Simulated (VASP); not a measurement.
Al4BSbP2:

```xyz
8
Lattice="0.0000 3.8537 5.8738 3.6915 0.0000 5.8738 3.6915 3.8537 0.0000" Properties=species:S:1:pos:R:3 pbc="T T T"
Al    3.6915    2.2883    4.3834
Al    2.2007    3.8537    7.4285
Al    3.6915    5.4191    4.3834
Al    5.1822    3.8537    7.4285
B     3.6915    3.8537    5.8411
Sb    3.6915    3.8537   11.6802
P     5.5372    5.7806    8.7977
P     1.8457    1.9269    2.9239
```

```yaml
Program: VASP 6.6.1
Task: relaxation of cell and atoms
Functional: PBE
Potentials_or_basis: VASP PAW PBE potentials, release 64 (Al, B, Sb, P)
Cutoff: 600 eV
k_mesh: 6 × 6 × 6
Occupations: gaussian, width 0.1 eV
Spin: no spin polarisation
```

At the start: pressure -0.1 GPa; volume 20.89 Å³/atom.

How do energy, volume and symmetry change on relaxing?

Over 13 steps the energy falls by 6.0 meV/atom and the volume is 20.85 Å³/atom (-0.2 %); space group Fmm2 (No. 42, to 0.1 Å) before, I-42m (No. 121, to 0.1 Å).

The path:
```tsv
step	energy change (eV)	largest force (eV/Å)	pressure (GPa)	volume (Å³)
1	0.0000	0.3360	-0.09	167.12
2	-0.0193	0.2182	0.05	166.83
3	-0.0339	0.2824	0.30	166.32
4	-0.0445	0.1435	0.05	166.80
5	-0.0454	0.0996	-0.04	166.99
6	-0.0466	0.0516	-0.03	166.94
7	-0.0472	0.0307	-0.01	166.86
8	-0.0474	0.0252	0.00	166.83
9	-0.0475	0.0338	0.02	166.78
10	-0.0476	0.0354	0.03	166.78
11	-0.0476	0.0118	-0.02	166.88
12	-0.0476	0.0117	-0.02	166.88
13	-0.0477	0.0096	0.01	166.82
```

Final structure:
```xyz
8
Lattice="0.0000 3.7583 5.9061 3.7577 0.0000 5.9061 3.7577 3.7583 0.0000" Properties=species:S:1:pos:R:3 pbc="T T T"
Al    3.7577    2.2403    4.3706
Al    2.2399    3.7583    7.4427
Al    3.7577    5.2762    4.3706
Al    5.2755    3.7583    7.4427
B     3.7577    3.7583    5.9059
Sb    3.7577    3.7583    0.0006
P     5.6366    5.6374    8.8592
P     1.8789    1.8791    2.9532
```
